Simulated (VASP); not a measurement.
# TiO2 (Pbcn) in VASP: a series of runs, part 2 of 2

VASP 6.6.1. The steps go on from the part before.

## (4) Single point, RPBE

This run uses another cell than the first one, of 10.74 Å³/atom, 1.027 times its volume.

Contents of INCAR:

```
ALGO = Normal
EDIFF = 1E-7
ENCUT = 520
GGA = RP
ISIF = 2
ISMEAR = -1
LASPH = T
LCHARG = T
LELF = T
LREAL = F
LVHAR = T
LWAVE = F
NBANDS = 60
NELM = 80
PREC = Accurate
SIGMA = 0.05
```

Contents of KPOINTS:

```
k-points
0
Gamma
  6 5 6
```

Contents of POSCAR:

```
TiO2
1.0
    4.6131775727      0.0000000000      0.0000000000
    0.0000000000      5.6412694406      0.0000000000
    0.0000000000      0.0000000000      4.9537738668
Ti O
4 8
Direct
    0.0000000000      0.1799622815      0.7500000000
    0.5000000000      0.3200377185      0.2500000000
    0.0000000000      0.8200377185      0.2500000000
    0.5000000000      0.6799622815      0.7500000000
    0.2706148089      0.3793599308      0.9194808990
    0.7706148089      0.1206400692      0.0805191010
    0.2293851911      0.1206400692      0.4194808990
    0.7293851911      0.3793599308      0.5805191010
    0.2706148089      0.6206400692      0.4194808990
    0.7706148089      0.8793599308      0.5805191010
    0.2293851911      0.8793599308      0.9194808990
    0.7293851911      0.6206400692      0.0805191010
```

Potentials or basis: VASP PAW PBE potentials, release 64 (Ti_sv, O).

Started as:

```bash
cat potpaw_PBE.64/Ti_sv/POTCAR potpaw_PBE.64/O/POTCAR > POTCAR
mpirun -np 1 vasp_std > vasp.out
```

OUTCAR:

```text
EDIFF = 1E-7
   ENCUT = 520
   GGA = RP
   ISIF = 2
   ISMEAR = -1
   LASPH = T
   LREAL = F
   NELM = 80
   PREC = Accurate

 ion  position               nearest neighbor table
   1  0.000  0.180  0.750-   5 1.88   8 1.88   7 1.98   6 1.98  10 2.17  11 2.17
   2  0.500  0.320  0.250-   6 1.88   7 1.88   5 1.98   8 1.98   9 2.17  12 2.17
   3  0.000  0.820  0.250-   9 1.88  12 1.88  11 1.98  10 1.98   6 2.17   7 2.17
   4  0.500  0.680  0.750-  10 1.88  11 1.88   9 1.98  12 1.98   5 2.17   8 2.17
   5  0.271  0.379  0.919-   1 1.88   2 1.98   4 2.17
   6  0.771  0.121  0.081-   2 1.88   1 1.98   3 2.17
   7  0.229  0.121  0.419-   2 1.88   1 1.98   3 2.17
   8  0.729  0.379  0.581-   1 1.88   2 1.98   4 2.17
   9  0.271  0.621  0.419-   3 1.88   4 1.98   2 2.17
  10  0.771  0.879  0.581-   4 1.88   3 1.98   1 2.17
  11  0.229  0.879  0.919-   4 1.88   3 1.98   1 2.17
  12  0.729  0.621  0.081-   3 1.88   4 1.98   2 2.17

  LATTYP: Found a simple orthorhombic cell.
 ALAT       =     4.6131775727
 B/A-ratio  =     1.0738311692
 C/A-ratio  =     1.2228598080

[... 208 lines left out ...]

 k-point     1 :       0.0000    0.0000    0.0000
  band No.  band energies     occupation
      1     -52.3691      2.00000
      2     -52.3511      2.00000
      3     -52.3490      2.00000
      4     -52.3428      2.00000
      5     -28.6700      2.00000
      6     -28.6258      2.00000
[... 1501 lines left out ...]
     59       8.2762      0.00000
     60       8.2762      0.00000

 [... further k-points ...]
[... 5 lines left out ...]
  --------------------------------------------------------------------------------------
  -------------------------------------------------------------------------------------
  Total        0.4695086      0.3984910      0.5199944      0.0000000      0.0000000      0.0000000
  in kB        5.8350016      4.9524016      6.4624326      0.0000000      0.0000000      0.0000000
  external PRESSURE =       5.7499453 kB  Pullay stress =       0.0000000 kB

 VOLUME and BASIS-vectors are now :
 -----------------------------------------------------------------------------
  energy-cutoff  :      520.00
  volume of cell :      128.92
      direct lattice vectors                 reciprocal lattice vectors
     4.613177573  0.000000000  0.000000000     0.216770325  0.000000000  0.000000000
     0.000000000  5.641269441  0.000000000     0.000000000  0.177265066  0.000000000
     0.000000000  0.000000000  4.953773867     0.000000000  0.000000000  0.201866300

 POSITION                                       TOTAL-FORCE (eV/Angst)
 -----------------------------------------------------------------------------------
      0.00000      1.01522      3.71533        -0.000000     -0.028869      0.000000
      2.30659      1.80542      1.23844        -0.000000      0.028869      0.000000
      0.00000      4.62605      1.23844        -0.000000      0.028869      0.000000
      2.30659      3.83585      3.71533        -0.000000     -0.028869      0.000000
      1.24839      2.14007      4.55490         0.010666      0.026215     -0.002356
      3.55498      0.68056      0.39887         0.010666     -0.026215      0.002356
      1.05819      0.68056      2.07801        -0.010666     -0.026215     -0.002356
      3.36478      2.14007      2.87576        -0.010666      0.026215      0.002356
      1.24839      3.50120      2.07801         0.010666     -0.026215     -0.002356
      3.55498      4.96071      2.87576         0.010666      0.026215      0.002356
      1.05819      4.96071      4.55490        -0.010666      0.026215     -0.002356
      3.36478      3.50120      0.39887        -0.010666     -0.026215      0.002356
 -----------------------------------------------------------------------------------
    total drift:                               -0.000000      0.000000     -0.000000

  FREE ENERGIE OF THE ION-ELECTRON SYSTEM (eV)
  ---------------------------------------------------
  free  energy   TOTEN  =      -102.4616993206 eV

  energy  without entropy=     -102.4616993206  energy(sigma->0) =     -102.46169932
```

OSZICAR:

```text
N       E                     dE             d eps       ncg     rms          rms(c)
DAV:   1     0.152505024615E+04    0.15251E+04   -0.47729E+04  5768   0.191E+03
DAV:   2     0.183806506830E+03   -0.13412E+04   -0.12693E+04  5848   0.595E+02
DAV:   3    -0.114464538214E+03   -0.29827E+03   -0.28891E+03  7324   0.242E+02
DAV:   4    -0.136363595449E+03   -0.21899E+02   -0.21844E+02  8472   0.718E+01
DAV:   5    -0.137662215411E+03   -0.12986E+01   -0.12980E+01  8916   0.141E+01    0.430E+01
DAV:   6    -0.103635149162E+03    0.34027E+02   -0.21386E+02  7972   0.970E+01    0.177E+01
DAV:   7    -0.102984813800E+03    0.65034E+00   -0.37456E+01  7816   0.352E+01    0.108E+01
DAV:   8    -0.102633627096E+03    0.35119E+00   -0.73546E+00  7444   0.186E+01    0.534E+00
DAV:   9    -0.102437650240E+03    0.19598E+00   -0.16917E+00  8228   0.808E+00    0.144E+00
DAV:  10    -0.102468307955E+03   -0.30658E-01   -0.16672E-01  6536   0.232E+00    0.651E-01
DAV:  11    -0.102461200262E+03    0.71077E-02   -0.29271E-02  7848   0.881E-01    0.112E-01
DAV:  12    -0.102461726387E+03   -0.52613E-03   -0.19554E-03  6192   0.261E-01    0.847E-02
DAV:  13    -0.102461686637E+03    0.39750E-04   -0.38786E-04  7816   0.106E-01    0.180E-02
DAV:  14    -0.102461696260E+03   -0.96229E-05   -0.62636E-05  8668   0.497E-02    0.172E-02
DAV:  15    -0.102461699212E+03   -0.29517E-05   -0.35568E-05  7280   0.429E-02    0.682E-03
DAV:  16    -0.102461699086E+03    0.12627E-06   -0.37901E-06  7116   0.146E-02    0.937E-04
DAV:  17    -0.102461699367E+03   -0.28083E-06   -0.42285E-07  5568   0.328E-03    0.498E-04
DAV:  18    -0.102461699321E+03    0.45993E-07   -0.55811E-08  3136   0.143E-03
   1 F= -.10246170E+03 E0= -.10246170E+03  d E =-.221938E-10
```

It used 930 s of CPU time on 1 thread of AMD EPYC 7R13 Processor (Zen 3), with other jobs on the host.

Results:

```yaml
Free_energy: -102.4617 eV
Pressure: 0.6 GPa
Largest_force: 0.029 eV/Å
Band_gap_on_the_k_mesh: 2.60 eV, indirect (least direct gap 2.63 eV)
```

Forces in eV/Å, atoms in the order of the input:
```
Ti   0.000 -0.029  0.000
Ti   0.000  0.029  0.000
Ti   0.000  0.029  0.000
Ti   0.000 -0.029  0.000
O    0.011  0.026 -0.002
O    0.011 -0.026  0.002
O   -0.011 -0.026 -0.002
O   -0.011  0.026  0.002
O    0.011 -0.026 -0.002
O    0.011  0.026  0.002
O   -0.011  0.026 -0.002
O   -0.011 -0.026  0.002
```

Caveat: the PAW data sets were made with another functional, which shifts forces and pressure a little.

## (5) Single point, PBE

This run uses another cell than the first one, of 10.26 Å³/atom, 0.982 times its volume.

Contents of INCAR:

```
PREC = Accurate ; ENCUT = 520
EDIFF = 1E-6 ; ISMEAR = -1
SIGMA = 0.05 ; LREAL = False
LASPH = True ; NELM = 80
ALGO = Normal ; ISIF = 2
LWAVE = False ; LCHARG = True
GGA = PE ; LELF = True
LVHAR = True ; NBANDS = 60
```

Contents of KPOINTS:

```
regular mesh
0
Gamma
  4 4 4
```

Contents of POSCAR:

```
TiO2
1.0
    4.5453495500      0.0000000000      0.0000000000
    0.0000000000      5.5196194400      0.0000000000
    0.0000000000      0.0000000000      4.9091968600
Ti O
4 8
Direct
    0.0000000000      0.1729909300      0.7500000000
    0.5000000000      0.3270090700      0.2500000000
    0.0000000000      0.8270090700      0.2500000000
    0.5000000000      0.6729909300      0.7500000000
    0.2714506200      0.3817246400      0.9186490800
    0.7714506200      0.1182753600      0.0813509200
    0.2285493800      0.1182753600      0.4186490800
    0.7285493800      0.3817246400      0.5813509200
    0.2714506200      0.6182753600      0.4186490800
    0.7714506200      0.8817246400      0.5813509200
    0.2285493800      0.8817246400      0.9186490800
    0.7285493800      0.6182753600      0.0813509200
```

Potentials or basis: VASP PAW PBE potentials, release 64 (Ti_sv, O).

Started as:

```bash
cat potpaw_PBE.64/Ti_sv/POTCAR potpaw_PBE.64/O/POTCAR > POTCAR
mpirun -np 1 vasp_std > vasp.out
```

OUTCAR:

```text
PREC = Accurate
   ENCUT = 520
   EDIFF = 1E-6
   ISMEAR = -1
   LREAL = False
   LASPH = True
   NELM = 80
   ISIF = 2
   GGA = PE

 ion  position               nearest neighbor table
   1  0.000  0.173  0.750-   5 1.88   8 1.88   7 1.95   6 1.95  10 2.09  11 2.09
   2  0.500  0.327  0.250-   6 1.88   7 1.88   5 1.95   8 1.95   9 2.09  12 2.09
   3  0.000  0.827  0.250-   9 1.88  12 1.88  11 1.95  10 1.95   6 2.09   7 2.09
   4  0.500  0.673  0.750-  10 1.88  11 1.88   9 1.95  12 1.95   5 2.09   8 2.09
   5  0.271  0.382  0.919-   1 1.88   2 1.95   4 2.09
   6  0.771  0.118  0.081-   2 1.88   1 1.95   3 2.09
   7  0.229  0.118  0.419-   2 1.88   1 1.95   3 2.09
   8  0.729  0.382  0.581-   1 1.88   2 1.95   4 2.09
   9  0.271  0.618  0.419-   3 1.88   4 1.95   2 2.09
  10  0.771  0.882  0.581-   4 1.88   3 1.95   1 2.09
  11  0.229  0.882  0.919-   4 1.88   3 1.95   1 2.09
  12  0.729  0.618  0.081-   3 1.88   4 1.95   2 2.09

  LATTYP: Found a simple orthorhombic cell.
 ALAT       =     4.5453495500
 B/A-ratio  =     1.0800482572
 C/A-ratio  =     1.2143443269

  Lattice vectors:

 A1 = (  -4.5453495500,   0.0000000000,   0.0000000000)
 A2 = (   0.0000000000,   0.0000000000,   4.9091968600)
 A3 = (   0.0000000000,   5.5196194400,   0.0000000000)

Analysis of symmetry for initial positions (statically):
=====================================================================
 Subroutine PRICEL returns:
 Original cell was already a primitive cell.

 Routine SETGRP: Setting up the symmetry group for a
 simple orthorhombic supercell.

 Subroutine GETGRP returns: Found  8 space group operations
 (whereof  2 operations were pure point group operations)
 out of a pool of  8 trial point group operations.

The static configuration has the point symmetry S_2 .
 The point group associated with its full space group is D_2h.

Analysis of symmetry for dynamics (positions and initial velocities):
=====================================================================
 Subroutine PRICEL returns:
 Original cell was already a primitive cell.

 Routine SETGRP: Setting up the symmetry group for a
 simple orthorhombic supercell.

 Subroutine GETGRP returns: Found  8 space group operations
 (whereof  2 operations were pure point group operations)
 out of a pool of  8 trial point group operations.

The dynamic configuration has the point symmetry S_2 .
 The point group associated with its full space group is D_2h.

 Subroutine INISYM returns: Found  8 space group operations
 (whereof  2 operations are pure point group operations),
 and found     1 'primitive' translations

----------------------------------------------------------------------------------------

                                     Primitive cell

  volume of cell :     123.1649

  direct lattice vectors                    reciprocal lattice vectors
     4.545349550  0.000000000  0.000000000     0.220005082  0.000000000  0.000000000
     0.000000000  5.519619440  0.000000000     0.000000000  0.181171911  0.000000000
     0.000000000  0.000000000  4.909196860     0.000000000  0.000000000  0.203699307

  length of vectors
     4.545349550  5.519619440  4.909196860     0.220005082  0.181171911  0.203699307

  position of ions in fractional coordinates (direct lattice)
     0.000000000  0.172990930  0.750000000
     0.500000000  0.327009070  0.250000000
     0.000000000  0.827009070  0.250000000
[... 77 lines left out ...]
 [... further k-points ...]
   k-points           NKPTS =     27   k-points in BZ     NKDIM =     27   number of bands    NBANDS=     60
   number of dos      NEDOS =    301   number of ions     NIONS =     12
   total plane-waves  NPLWV =  60480
   dimension x,y,z NGX =    36 NGY =   42 NGZ =   40
   dimension x,y,z NGXF=    72 NGYF=   84 NGZF=   80
   ions per type =               4   8
   NGX,Y,Z   is equivalent  to a cutoff of  13.17, 12.65, 13.55 a.u.
   NGXF,Y,Z  is equivalent  to a cutoff of  26.33, 25.30, 27.09 a.u.
 SYSTEM =  unknown system
   PREC   = accura    normal or accurate (medium, high low for compatibility)
   ISTART =      0    job   : 0-new  1-cont  2-samecut
   ICHARG =      2    charge: 1-file 2-atom 10-const
   ISPIN  =      1    spin polarized calculation?
   LNONCOLLINEAR =      F non collinear calculations
   LSORBIT =      F    spin-orbit coupling
   LASPH  =      T    aspherical Exc in radial PAW
   ENCUT  =  520.0 eV  38.22 Ry    6.18 a.u.   8.45 10.26  9.13*2*pi/ulx,y,z
   NELM   =     80;   NELMIN=  2; NELMDL= -5     # of ELM steps
   EDIFF  = 0.1E-05   stopping-criterion for ELM
   LREAL  =      F    real-space projection
   EDIFFG = 0.1E-04   stopping-criterion for IOM
   NSW    =      0    number of steps for IOM
   IBRION =     -1    ionic relax: 0-MD 1-quasi-New 2-CG
   NFREE  =      0    steps in history (QN), initial steepest desc. (CG)
   ISIF   =      2    stress and relaxation
   ISYM   =      2    0-nonsym 1-usesym 2-fastsym
   POTIM  = 0.5000    time-step for ionic-motion
   TEBEG  =    0.0;   TEEND  =   0.0 temperature during run
   PSTRESS=    0.0 pullay stress
   NELECT =      96.0000    total number of electrons
   NUPDOWN=      -1.0000    fix difference up-down
   EMIN   =  10.00;   EMAX   =-10.00  energy-range for DOS
   EFERMI =   0.00;   METHOD = LEGACY
   ISMEAR =    -1;   SIGMA  =   0.05  broadening in eV -4-tet -1-fermi 0-gaus
   EFERMI_NEDOS =   21; number of points for ismear=-14 and -15
   IALGO  =     38    algorithm
   IMIX   =      4    mixing-type and parameters
     AMIX     =   0.40;   BMIX     =  1.00
     AMIX_MAG =   1.60;   BMIX_MAG =  1.00
  volume/ion in A,a.u.               =      10.26        69.26
  Fermi-wavevector in a.u.,A,eV,Ry     =   1.506617  2.847094 30.883806  2.269896
  Thomas-Fermi vector in A             =   2.617311
   LORBIT       =      0    0 simple, 1 ext, 2 COOP (PROOUT), +10 PAW based schemes
   GGA     = PE    functional components
   LHFCALC =     F    Hartree Fock is set to
   AEXX    =    0.0000 exact exchange contribution
   IVDW    =     0    specifies the selected vdW correction
   LEPSILON=     F    determine dielectric tensor
   LRPA    =     F    only Hartree local field effects (RPA)
 non-spin polarized calculation
  energy-cutoff  :      520.00
  volume of cell :      123.16
 maximum number of plane-waves:      3336
 NGX is ok and might be reduce to    36
   NGX = 17   NGY = 21   NGZ = 19

 number of electron      96.0000013 magnetization

 Free energy of the ion-electron system (eV)
  ---------------------------------------------------
  ext. energy  EPLUGINS =         0.00000000
  ---------------------------------------------------
  free energy    TOTEN  =      -107.36073284 eV

  energy without entropy =     -107.36073284  energy(sigma->0) =     -107.36073284

 E-fermi :   5.8885     XC(G=0): -11.5228

 val. band max:        4.6430583546   @ k =   0.0000   0.0000   0.0000
 cond. band min:       7.2399834340   @ k =   0.0000   0.0000   0.5000
 fundamental gap:      2.5969250794
 Fermi energy:         5.8885258052

 k-point     1 :       0.0000    0.0000    0.0000
  band No.  band energies     occupation
      1     -51.8054      2.00000
      2     -51.7834      2.00000
      3     -51.7754      2.00000
      4     -51.7699      2.00000
      5     -28.2421      2.00000
      6     -28.1648      2.00000
[... 1501 lines left out ...]
     59       8.6159      0.00000
     60       8.6159      0.00000

 [... further k-points ...]
[... 5 lines left out ...]
  --------------------------------------------------------------------------------------
  -------------------------------------------------------------------------------------
  Total        3.7179228      3.6867905      3.6922205      0.0000000      0.0000000     -0.0000000
  in kB       48.3642079     47.9592267     48.0298623      0.0000000      0.0000000     -0.0000000
  external PRESSURE =      48.1177657 kB  Pullay stress =       0.0000000 kB

 VOLUME and BASIS-vectors are now :
 -----------------------------------------------------------------------------
  energy-cutoff  :      520.00
  volume of cell :      123.16
      direct lattice vectors                 reciprocal lattice vectors
     4.545349550  0.000000000  0.000000000     0.220005082  0.000000000  0.000000000
     0.000000000  5.519619440  0.000000000     0.000000000  0.181171911  0.000000000
     0.000000000  0.000000000  4.909196860     0.000000000  0.000000000  0.203699307

 POSITION                                       TOTAL-FORCE (eV/Angst)
 -----------------------------------------------------------------------------------
      0.00000      0.95484      3.68190        -0.000000      0.085920      0.000000
      2.27267      1.80497      1.22730        -0.000000     -0.085920     -0.000000
      0.00000      4.56478      1.22730        -0.000000     -0.085920      0.000000
      2.27267      3.71465      3.68190        -0.000000      0.085920      0.000000
      1.23384      2.10697      4.50983        -0.044554     -0.011402     -0.005822
      3.50651      0.65283      0.39937        -0.044554      0.011402      0.005822
      1.03884      0.65283      2.05523         0.044554      0.011402     -0.005822
      3.31151      2.10697      2.85397         0.044554     -0.011402      0.005822
      1.23384      3.41264      2.05523        -0.044554      0.011402     -0.005822
      3.50651      4.86678      2.85397        -0.044554     -0.011402      0.005822
      1.03884      4.86678      4.50983         0.044554     -0.011402     -0.005822
      3.31151      3.41264      0.39937         0.044554      0.011402      0.005822
 -----------------------------------------------------------------------------------
    total drift:                                0.000000      0.000000      0.000000

  FREE ENERGIE OF THE ION-ELECTRON SYSTEM (eV)
  ---------------------------------------------------
  free  energy   TOTEN  =      -107.3607328405 eV

  energy  without entropy=     -107.3607328405  energy(sigma->0) =     -107.36073284
```

Wall time 1.9 min (1 thread of AMD EPYC 9R45 (Zen 5), shared host); peak memory 0.27 GiB.

Results:

| Quantity | Value |
| --- | --- |
| Free energy | -107.3607 eV |
| Pressure | 4.8 GPa |
| Largest force | 0.086 eV/Å |
| Band gap on the k mesh | 2.60 eV, indirect (least direct gap 2.65 eV) |

Forces on the atoms (eV/Å):
```
Ti   0.000  0.086  0.000
Ti   0.000 -0.086  0.000
Ti   0.000 -0.086  0.000
Ti   0.000  0.086  0.000
O   -0.045 -0.011 -0.006
O   -0.045  0.011  0.006
O    0.045  0.011 -0.006
O    0.045 -0.011  0.006
O   -0.045  0.011 -0.006
O   -0.045 -0.011  0.006
O    0.045 -0.011 -0.006
O    0.045  0.011  0.006
```

## (6) Overview

| level | cell | k mesh | gap on the mesh (eV) | pressure (GPa) | largest force (eV/Å) |
| --- | --- | --- | --- | --- | --- |
| PBE | a = 4.577, b = 5.568, c = 4.924 Å, 12 atoms | 6 × 5 × 6 | 2.59 | 0.9 | 0.02 |
| PBE | a = 4.578, b = 5.571, c = 4.923 Å, 12 atoms | 6 × 5 × 6 | 2.60 | 0.8 | 0.03 |
| RPBE | a = 4.613, b = 5.641, c = 4.954 Å, 12 atoms | 6 × 5 × 6 | 2.60 | 0.6 | 0.03 |
| PBE | a = 4.545, b = 5.520, c = 4.909 Å, 12 atoms | 4 × 4 × 4 | 2.60 | 4.8 | 0.09 |

Alike in all rows: task single point; potentials or basis VASP PAW PBE potentials, release 64 (Ti_sv, O); no spin polarisation; cutoff (eV) 520; smearing fermi-dirac 0.05 eV.

Caveats: the PAW data sets were made with another functional, which shifts forces and pressure a little (some runs).

Total energies depend on the potentials used, so only differences within one code and one set of settings carry meaning.
